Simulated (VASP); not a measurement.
A run of VASP 6.6.1 is set up as follows.

File INCAR:

```
SYSTEM = SnO
ALGO     = Fast           ! electronic algorithm
EDIFF    = 1E-7           ! SCF threshold, eV
ENCUT    = 520            ! plane-wave cutoff, eV
GGA      = PE             ! functional
ISIF     = 2              ! what is computed and relaxed
ISMEAR   = 0              ! smearing method
LASPH    = .True.         ! aspherical terms in the spheres
LCHARG   = .False.        ! write CHGCAR
LREAL    = .False.        ! projectors in reciprocal space
LWAVE    = .False.        ! write WAVECAR
NBANDS   = 28             ! bands
NELM     = 60             ! most SCF steps
PREC     = Accurate       ! precision mode
SIGMA    = 0.15           ! smearing width, eV
```

Contents of KPOINTS:

```
k-points
0
Gamma
  12 12 10
  0 0 0
```

File POSCAR:

```
SnO
1.0
    4.0156724000      0.0000000000      0.0000000000
    0.0000000000      3.5883276000      0.0000000000
    0.0000000000      0.0000000000      4.8360000000
Sn O
2 2
Direct
    0.0000000000      0.5000000000      0.2385000000
    0.5000000000      0.0000000000      0.7615000000
    0.0000000000      0.0000000000      0.0000000000
    0.5000000000      0.5000000000      0.0000000000
```

Potentials or basis: VASP PAW PBE potentials, release 64 (Sn_d, O).

Run with:

```sh
$ cat potpaw_PBE.64/Sn_d/POTCAR potpaw_PBE.64/O/POTCAR > POTCAR
$ mpirun -np 1 vasp_std > vasp.out
```

(1) Predict the band gap on the k mesh.

(2) What does it give for the pressure?

Results:

(1) zero (bands 20 and 21 overlap by 0.02 eV).

(2) 5.9 GPa.

Caveat: the cell differs from its parent crystal (strain +0.0562 x Voigt [1, -1, 0, 0, 0, 0]); the stress differs along the axes, from 2 to 11 GPa; semilocal functionals underestimate gaps, and a narrow one can read as zero; spin-orbit coupling is left out, which moves the levels of the heavy elements.
